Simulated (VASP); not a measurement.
# Zn8Au7 (a cell with a defect) in VASP: notebook, part 2 of 2

VASP 6.6.1. The steps go on from the part before.

### 3 Single point, PBE

Input file INCAR:

```
SYSTEM = Zn8Au7
  PREC = Accurate
  ENCUT = 520
  EDIFF = 1E-6
  ISMEAR = 0
  SIGMA = 0.1
  LREAL = Auto
  LASPH = .TRUE.
  NELM = 100
  ALGO = Normal
  ISIF = 2
  LWAVE = .FALSE.
  LCHARG = .FALSE.
  GGA = PE
  NBANDS = 100
```

Input file KPOINTS:

```
Automatic mesh
0
G
  2 2 2
  0 0 0
```

Input file POSCAR:

```
Zn8Au7
1.0
    6.2646440000      0.0000000000      0.0000000000
    0.0000000000      6.2646440000      0.0000000000
    0.0000000000      0.0000000000      6.2646440000
Au Zn
7 8
Direct
    0.0012576932     -0.0004876574     -0.0345773838
    0.0002737586      0.0002546035      0.5244717816
    0.0013510744      0.5000205918     -0.0031655430
   -0.0002941907      0.4993562284      0.5050203970
    0.5000973719     -0.0011306309     -0.0031842192
    0.5009392393      0.0002009691      0.5050237492
    0.5009593522      0.4997768429      0.3949755166
    0.2311029964      0.2301466771      0.2426428381
    0.2784914833      0.2775729954      0.7551318159
    0.2306881285      0.7694813943      0.2435538236
    0.2782482133      0.7219048680      0.7539598419
    0.7701240485      0.2300341408      0.2416368751
    0.7232051813      0.2769579564      0.7560566889
    0.7704894324      0.7695462025      0.2423861595
    0.7230592832      0.7221294618      0.7553923256
```

Potentials or basis: VASP PAW PBE potentials, release 64 (Au, Zn).

Launch:

```bash
> cat potpaw_PBE.64/Au/POTCAR potpaw_PBE.64/Zn/POTCAR > POTCAR
> mpirun -np 1 vasp_std > vasp.out
```

OUTCAR:

```text
SYSTEM = Zn8Au7
   PREC = Accurate
   ENCUT = 520
   EDIFF = 1E-6
   ISMEAR = 0
   LREAL = Auto
   LASPH = .TRUE.
   NELM = 100
   ISIF = 2
   GGA = PE

 ion  position               nearest neighbor table
   1  0.001  1.000  0.965-  14 2.68  12 2.68   8 2.68  10 2.68   2 2.76  13 2.79   9 2.79  15 2.79
                            11 2.79   5 3.13   3 3.14   3 3.14   5 3.15   2 3.50
   2  0.000  0.000  0.524-  10 2.70   8 2.70  14 2.70  12 2.70   1 2.76  13 2.85  11 2.85   9 2.85
                            15 2.85   4 3.13   6 3.13   6 3.14   4 3.14   1 3.50
   3  0.001  0.500  0.997-   9 2.69  11 2.69  15 2.70  13 2.70   8 2.70  10 2.70  14 2.70  12 2.70
                             4 3.08   1 3.14   1 3.14   4 3.18
   4  1.000  0.499  0.505-  15 2.72  13 2.72  11 2.72   9 2.73  14 2.76  12 2.76  10 2.76   8 2.77
                             3 3.08   2 3.13   2 3.14   3 3.18   7 3.20   7 3.21
   5  0.500  0.999  0.997-  15 2.69  11 2.69  13 2.70   9 2.70  14 2.70  10 2.70   8 2.70  12 2.70
                             6 3.08   1 3.13   1 3.15   6 3.18
   6  0.501  0.000  0.505-   9 2.72  11 2.72  13 2.72  15 2.73   8 2.76  10 2.76  12 2.76  14 2.77
                             5 3.08   2 3.13   2 3.14   5 3.18   7 3.20   7 3.21
   7  0.501  0.500  0.395-  14 2.57  10 2.57  12 2.57   8 2.57  11 2.99   9 3.00  15 3.00  13 3.00
                             4 3.20   6 3.20   6 3.21   4 3.21
   8  0.231  0.230  0.243-   7 2.57   1 2.68   2 2.70   3 2.70   5 2.70   6 2.76   4 2.77  10 2.89
                            12 2.89
   9  0.278  0.278  0.755-   3 2.69   5 2.70   6 2.72   4 2.73  11 2.78  13 2.79   1 2.79   2 2.85
                             7 3.00
  10  0.231  0.769  0.244-   7 2.57   1 2.68   2 2.70   3 2.70   5 2.70   6 2.76   4 2.76  14 2.88
                             8 2.89
  11  0.278  0.722  0.754-   3 2.69   5 2.69   6 2.72   4 2.72   9 2.78  15 2.79   1 2.79   2 2.85
                             7 2.99
  12  0.770  0.230  0.242-   7 2.57   1 2.68   2 2.70   3 2.70   5 2.70   4 2.76   6 2.76  14 2.88
                             8 2.89
  13  0.723  0.277  0.756-   5 2.70   3 2.70   4 2.72   6 2.72   9 2.79   1 2.79  15 2.79   2 2.85
                             7 3.00
  14  0.770  0.770  0.242-   7 2.57   1 2.68   2 2.70   5 2.70   3 2.70   4 2.76   6 2.77  10 2.88
                            12 2.88
  15  0.723  0.722  0.755-   5 2.69   3 2.70   4 2.72   6 2.73  11 2.79  13 2.79   1 2.79   2 2.85
                             7 3.00

  LATTYP: Found a simple cubic cell.
 ALAT       =     6.2646440000

  Lattice vectors:

 A1 = (   6.2646440000,   0.0000000000,   0.0000000000)
 A2 = (   0.0000000000,   6.2646440000,   0.0000000000)
 A3 = (   0.0000000000,   0.0000000000,   6.2646440000)

Analysis of symmetry for initial positions (statically):
=====================================================================
 Subroutine PRICEL returns:
 Original cell was already a primitive cell.

 Routine SETGRP: Setting up the symmetry group for a
 simple cubic supercell.

 Subroutine GETGRP returns: Found  1 space group operations
 (whereof  1 operations were pure point group operations)
 out of a pool of 48 trial point group operations.

The static configuration has the point symmetry C_1 .

Analysis of symmetry for dynamics (positions and initial velocities):
=====================================================================
 Subroutine PRICEL returns:
 Original cell was already a primitive cell.

 Routine SETGRP: Setting up the symmetry group for a
 simple cubic supercell.

[... 107 lines left out ...]
   ISPIN  =      1    spin polarized calculation?
   LNONCOLLINEAR =      F non collinear calculations
   LSORBIT =      F    spin-orbit coupling
   LASPH  =      T    aspherical Exc in radial PAW
   ENCUT  =  520.0 eV  38.22 Ry    6.18 a.u.  11.65 11.65 11.65*2*pi/ulx,y,z
   NELM   =    100;   NELMIN=  2; NELMDL= -5     # of ELM steps
   EDIFF  = 0.1E-05   stopping-criterion for ELM
   LREAL  =      T    real-space projection
   EDIFFG = 0.1E-04   stopping-criterion for IOM
   NSW    =      0    number of steps for IOM
   IBRION =     -1    ionic relax: 0-MD 1-quasi-New 2-CG
   NFREE  =      0    steps in history (QN), initial steepest desc. (CG)
   ISIF   =      2    stress and relaxation
   ISYM   =      2    0-nonsym 1-usesym 2-fastsym
   POTIM  = 0.5000    time-step for ionic-motion
   TEBEG  =    0.0;   TEEND  =   0.0 temperature during run
   PSTRESS=    0.0 pullay stress
   NELECT =     173.0000    total number of electrons
   NUPDOWN=      -1.0000    fix difference up-down
   EMIN   =  10.00;   EMAX   =-10.00  energy-range for DOS
   EFERMI =   0.00;   METHOD = LEGACY
   ISMEAR =     0;   SIGMA  =   0.10  broadening in eV -4-tet -1-fermi 0-gaus
   EFERMI_NEDOS =   21; number of points for ismear=-14 and -15
   IALGO  =     38    algorithm
   IMIX   =      4    mixing-type and parameters
     AMIX     =   0.40;   BMIX     =  1.00
     AMIX_MAG =   1.60;   BMIX_MAG =  1.00
  volume/ion in A,a.u.               =      16.39       110.61
  Fermi-wavevector in a.u.,A,eV,Ry     =   1.456109  2.751646 28.847788  2.120253
  Thomas-Fermi vector in A             =   2.573065
   LORBIT       =      0    0 simple, 1 ext, 2 COOP (PROOUT), +10 PAW based schemes
   GGA     = PE    functional components
   LHFCALC =     F    Hartree Fock is set to
   AEXX    =    0.0000 exact exchange contribution
   IVDW    =     0    specifies the selected vdW correction
   LEPSILON=     F    determine dielectric tensor
   LRPA    =     F    only Hartree local field effects (RPA)
 non-spin polarized calculation
 Gauss-broadening in eV      SIGMA  =   0.10
  energy-cutoff  :      520.00
  volume of cell :      245.86
 maximum number of plane-waves:      6704
 NGX is ok and might be reduce to    48
   NGX = 23   NGY = 23   NGZ = 23

 number of electron     172.9999996 magnetization

 Free energy of the ion-electron system (eV)
  ---------------------------------------------------
  ext. energy  EPLUGINS =         0.00000000
  ---------------------------------------------------
  free energy    TOTEN  =       -34.56223783 eV

  energy without entropy =      -34.52209892  energy(sigma->0) =      -34.54216838

 E-fermi :   6.7303     XC(G=0): -11.9677

 val. band max:        6.7164646964   @ k =   0.0000   0.0000   0.5000
 cond. band min:       6.7589302338   @ k =   0.0000   0.5000   0.0000
 fundamental gap:      0.0424655374
 Fermi energy:         6.7302532010

 k-point     1 :       0.0000    0.0000    0.0000
  band No.  band energies     occupation
      1      -4.0736      2.00000
      2      -2.0261      2.00000
      3      -1.9776      2.00000
      4      -1.8744      2.00000
      5      -1.8743      2.00000
      6      -1.8678      2.00000
[... 797 lines left out ...]
     97       9.7059      0.00000
     98       9.7070      0.00000
 [bands above 98 left out]

------------------------ aborting loop because EDIFF is reached ----------------------------------------

  FORCE on cell =-STRESS in cart. coord.  units (eV):
  Direction    XX          YY          ZZ          XY          YZ          ZX
  --------------------------------------------------------------------------------------
  -------------------------------------------------------------------------------------
  Total        3.8696437      3.8699531      6.1363031     -0.0111376      0.0202360     -0.0352458
  in kB       25.2169390     25.2189554     39.9878631     -0.0725792      0.1318703     -0.2296828
  external PRESSURE =      30.1412525 kB  Pullay stress =       0.0000000 kB

 VOLUME and BASIS-vectors are now :
 -----------------------------------------------------------------------------
  energy-cutoff  :      520.00
  volume of cell :      245.86
      direct lattice vectors                 reciprocal lattice vectors
     6.264644000  0.000000000  0.000000000     0.159625990  0.000000000  0.000000000
     0.000000000  6.264644000  0.000000000     0.000000000  0.159625990  0.000000000
     0.000000000  0.000000000  6.264644000     0.000000000  0.000000000  0.159625990

 POSITION                                       TOTAL-FORCE (eV/Angst)
 -----------------------------------------------------------------------------------
      0.00788      6.26159      6.04803        -0.002080      0.000501     -0.075896
      0.00172      0.00160      3.28563         0.001021     -0.002444     -0.091822
      0.00846      3.13245      6.24481        -0.002738     -0.000808     -0.028938
      6.26280      3.12829      3.16377         0.001322      0.000115     -0.035374
      3.13293      6.25756      6.24470         0.000546      0.003852     -0.028545
      3.13821      0.00126      3.16379        -0.000321      0.000544     -0.035060
      3.13833      3.13092      2.47438         0.005015     -0.003607      0.741651
      1.44778      1.44179      1.52007         0.068249      0.069245     -0.091733
      1.74465      1.73890      4.73063        -0.012291     -0.012178     -0.020363
      1.44518      4.82053      1.52578         0.068619     -0.068385     -0.093461
      1.74313      4.52248      4.72329        -0.011915      0.012486     -0.016662
      4.82455      1.44108      1.51377        -0.069517      0.069504     -0.090455
      4.53062      1.73504      4.73643         0.012475     -0.011691     -0.020913
      4.82684      4.82093      1.51846        -0.070512     -0.069327     -0.091902
      4.52971      4.52388      4.73226         0.012127      0.012195     -0.020527
 -----------------------------------------------------------------------------------
    total drift:                                0.003011      0.000623     -0.002070

  FREE ENERGIE OF THE ION-ELECTRON SYSTEM (eV)
  ---------------------------------------------------
  free  energy   TOTEN  =       -34.5622378299 eV

  energy  without entropy=      -34.5220989203  energy(sigma->0) =      -34.54216838
```

Wall time 7.5 min (1 thread of Oxide Virtual Turin-like, shared host); peak memory 0.36 GiB.

What came out:

```
Free energy            : -34.5622 eV
Pressure               : 3.0 GPa
Largest force          : 0.742 eV/Å
Band gap on the k mesh : zero (an odd number of electrons rules out a gap without spin polarisation)
```

Forces in eV/Å, atoms in the order of the input:
```
Au  -0.002  0.001 -0.076
Au   0.001 -0.002 -0.092
Au  -0.003 -0.001 -0.029
Au   0.001  0.000 -0.035
Au   0.001  0.004 -0.029
Au   0.000  0.001 -0.035
Au   0.005 -0.004  0.742
Zn   0.068  0.069 -0.092
Zn  -0.012 -0.012 -0.020
Zn   0.069 -0.068 -0.093
Zn  -0.012  0.012 -0.017
Zn  -0.070  0.070 -0.090
Zn   0.012 -0.012 -0.021
Zn  -0.071 -0.069 -0.092
Zn   0.012  0.012 -0.021
```

Caveat: the k points lie up to 0.50 Å⁻¹ apart, too coarse for converged energies and pressures of a metal; spin-orbit coupling is left out, which moves the levels of the heavy elements.

The gap in the log of VASP goes by the Fermi energy; the results here count the filled bands.